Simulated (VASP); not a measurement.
**CoO: single point with PBE**

The system is CoO.

```
CELL_PARAMETERS angstrom
1.50547 0.86918 2.43993
-1.50547 0.86918 2.43993
0.00000 -1.73837 2.43993
ATOMIC_POSITIONS crystal
Co 0.00000 0.00000 0.00000
O 0.50000 0.50000 0.50000
```

- Program: VASP 6.6.1
- Task: single point
- Functional: PBE
- Potentials or basis: VASP PAW PBE potentials, release 64 (Co_sv, O_h)
- Cutoff: 1340 eV
- k mesh: 9 × 9 × 9
- Occupations: fermi-dirac, width 0.05 eV
- Spin: collinear spin, ferromagnetic start
- Starting moments: [3.0, 0.0] μB
- Fixed moment: 3 μB
- Dipole correction: no
- Further INCAR settings: ALGO = Normal; EDIFF = 1e-06; NBANDS = 22

| Quantity | Value |
| --- | --- |
| Pressure | 0.3 GPa |
| Net moment | 3.00 μB per cell |
| Site moments | Co +2.57; O +0.25 μB |
| Valence electrons inside the program's atomic spheres | Co 14.87; O 3.35 |

Stress tensor (GPa, compression positive):
```
 0.43  0.00  0.00
 0.00  0.43  0.00
 0.00  0.00 -0.04
```

Wall time 4.3 min on 1 thread of Intel(R) Xeon(R) Platinum 8259CL CPU @ 2.50GHz (Skylake/Cascade Lake), with other jobs on the host, peak memory 0.38 GiB.

Caveat: the total moment is fixed, so each spin has its own Fermi level and the state may be an excited one; a cell with one magnetic atom can't hold antiferromagnetic order, which such compounds often take.
